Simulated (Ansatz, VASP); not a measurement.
## Sb in VASP and in Ansatz

INCAR

```
SYSTEM = Sb
AGGAC = 0.0 ; ALDAC = 0.0
ALGO = Normal ; EDIFF = 1E-6
ENCUT = 520 ; GGA = PE
ISIF = 2 ; ISMEAR = -1
LASPH = .TRUE. ; LCHARG = .TRUE.
LELF = .TRUE. ; LREAL = .FALSE.
LVHAR = .TRUE. ; LWAVE = .FALSE.
NBANDS = 12 ; NELM = 100
PREC = Accurate ; SIGMA = 0.05
```

KPOINTS

```
k-points
0
G
  8 8 8
  0 0 0
```

File POSCAR:

```
Sb
1.0
    2.1102243954      1.2183386227      3.6812845966
   -2.1102243954      1.2183386227      3.6812845966
    0.0000000000     -2.4366772455      3.6812845966
Sb
2
Direct
    0.7665100000      0.7665100000      0.7665100000
    0.2334900000      0.2334900000      0.2334900000
```

Contents of input.yaml:

```yaml
crystal:
  lattice:
    - [2.1102243954, 1.2183386227, 3.6812845966]
    - [-2.1102243954, 1.2183386227, 3.6812845966]
    - [0.0, -2.4366772455, 3.6812845966]
  atoms:
    - { symbol: Sb, position: [0.76651, 0.76651, 0.76651] }
    - { symbol: Sb, position: [0.23349, 0.23349, 0.23349] }
hamiltonian:
  xc: { exchange: pbe, correlation: none }
  pseudopotentials: { kind: paw }
kpoints:
  mp_grid: { grid: [8, 8, 8] }
scf:
  occupations: { method: fermi_dirac, width: 0.05 }
output:
  forces: true
  stress: true
  eigenvalues: true
```

Alike in both runs: task single point; functional PBE exchange alone; k mesh 8 × 8 × 8; occupations fermi-dirac, width 0.05 eV; no spin polarisation.

|  | VASP | Ansatz |
| --- | --- | --- |
| version | VASP 6.6.1 | Ansatz 0.2.0 |
| potentials or method | VASP PAW PBE potentials, release 64 (Sb) | Ansatz PAW |
| plane-wave cutoff (eV) | 520 | 420 |
| valence electrons in the cell | 10 | 30 |

Ansatz gave:

| Item | Value |
| --- | --- |
| gap on the k mesh at the Fermi level (eV) | none |
| pressure (GPa) | 17.8 |
| traceless stress, the component that is largest in VASP (GPa) | -0.99 |
| rms of the force components (eV/Å) | 0.377 |

**Question.** What did VASP give for the same quantities?

**Answer.** gap on the k mesh at the Fermi level (eV): none; pressure (GPa): 18.2; traceless stress, the component that is largest in VASP (GPa): -1.08; rms of the force components (eV/Å): 0.420.

VASP's potentials were made for PBE, not for PBE exchange alone. Atom by atom the forces differ by 0.044 eV/Å (rms over components). A gap of «none» marks a metal or a gap that the smearing closes. VASP's potentials hold 10 valence electrons a cell and Ansatz's 30, so a difference there can come from the potentials and not from the codes.

Neither program's run includes spin-orbit coupling.
